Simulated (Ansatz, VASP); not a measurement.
**Two plane-wave programs on ZnO**

The input INCAR:

```
ALGO = Normal
EDIFF = 1E-6
ENCUT = 520
GGA = PE
ISIF = 2
ISMEAR = 0
IVDW = 12
LASPH = T
LCHARG = F
LREAL = F
LWAVE = F
NBANDS = 26
NELM = 60
PREC = Accurate
SIGMA = 0.05
```

Contents of KPOINTS:

```
k-points
0
Gamma
  12 12 6
```

POSCAR

```
ZnO
1.0
    3.2662751495      0.0000000000      0.0000000000
   -1.6331375747      2.8286772553      0.0000000000
    0.0000000000      0.0000000000      6.6315119697
Zn O
2 2
Direct
    0.0000000000      0.0000000000      0.7500000000
    0.0000000000      0.0000000000      0.2500000000
    0.3333333333      0.6666666667      0.2500000000
    0.6666666667      0.3333333333      0.7500000000
```

Input for Ansatz:

```yaml
crystal:
  lattice:
    - [3.2662751495, 0.0, 0.0]
    - [-1.6331375747, 2.8286772553, 0.0]
    - [0.0, 0.0, 6.6315119697]
  atoms:
    - { symbol: Zn, position: [0.0, 0.0, 0.75] }
    - { symbol: Zn, position: [0.0, 0.0, 0.25] }
    - { symbol: O, position: [0.3333333333, 0.6666666667, 0.25] }
    - { symbol: O, position: [0.6666666667, 0.3333333333, 0.75] }
basis:
  ecutwfc: 420
kpoints:
  mp_grid: { grid: [12, 12, 6] }
hamiltonian:
  xc: pbe
  dispersion: d3bj
scf:
  occupations: { method: gaussian, width: 0.05 }
output:
  forces: true
  stress: true
  eigenvalues: true
  write_density: true
  write_potential: true
  elf: true
  volumetric_format: npy
```

Change from the starting cell: strain +0.0750 x Voigt [0, 0, 1, 0, 0, 0], atoms carried along.

Alike in both runs: task single point; functional PBE; dispersion D3(BJ); k mesh 12 × 12 × 6; occupations gaussian, width 0.05 eV; no spin polarisation.

|  | VASP | Ansatz |
| --- | --- | --- |
| version | VASP 6.6.1 | Ansatz 0.2.0 |
| potentials or method | VASP PAW PBE potentials, release 64 (Zn, O), cutoff 520 eV | scalar-relativistic, plane waves, PAW |
| valence electrons in the cell | 36 | 36 |

Ansatz gave:

* gap on the k mesh at the Fermi level (eV): 0.75
* least direct gap on the mesh (eV): 0.75
* pressure (GPa): -0.5
* traceless stress, the component that is largest in VASP (GPa): -0.73

Estimate VASP's values.

gap on the k mesh at the Fermi level (eV): 0.76; least direct gap on the mesh (eV): 0.76; pressure (GPa): 0.5; traceless stress, the component that is largest in VASP (GPa): -1.69.
